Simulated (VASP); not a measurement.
A run of VASP 6.6.1:

Contents of INCAR:

```
SYSTEM = ZnSe
PREC = Accurate
ENCUT = 500
EDIFF = 1E-6
ISMEAR = -1
SIGMA = 0.1
LREAL = .False.
LASPH = .True.
NELM = 120
ALGO = Normal
ISIF = 2
LWAVE = .False.
LCHARG = .False.
GGA = PS
NBANDS = 16
GGA_COMPAT = .False.
```

The input KPOINTS:

```
Automatic mesh
0
Gamma
  6 6 6
  0 0 0
```

POSCAR

```
ZnSe
1.0
    0.0000000000      2.8338000000      2.8338000000
    2.8338000000      0.0000000000      2.8338000000
    2.8338000000      2.8338000000      0.0000000000
Zn Se
1 1
Direct
    0.0000000000      0.0000000000      0.0000000000
    0.2500000000      0.2500000000      0.2500000000
```

Potentials or basis: VASP PAW PBE potentials, release 64 (Zn, Se).

Launch:

```bash
$ cat potpaw_PBE.64/Zn/POTCAR potpaw_PBE.64/Se/POTCAR > POTCAR
$ mpirun -np 1 vasp_std > vasp.out
```

Hardware: 1 thread of Intel Xeon 6975P-C, on a shared host.

Q: Estimate the wall time of this run.

A: Wall time 19 s on 1 thread of Intel Xeon 6975P-C (shared host), peak memory 0.17 GiB. Counts: scf iterations 12, k points 16.
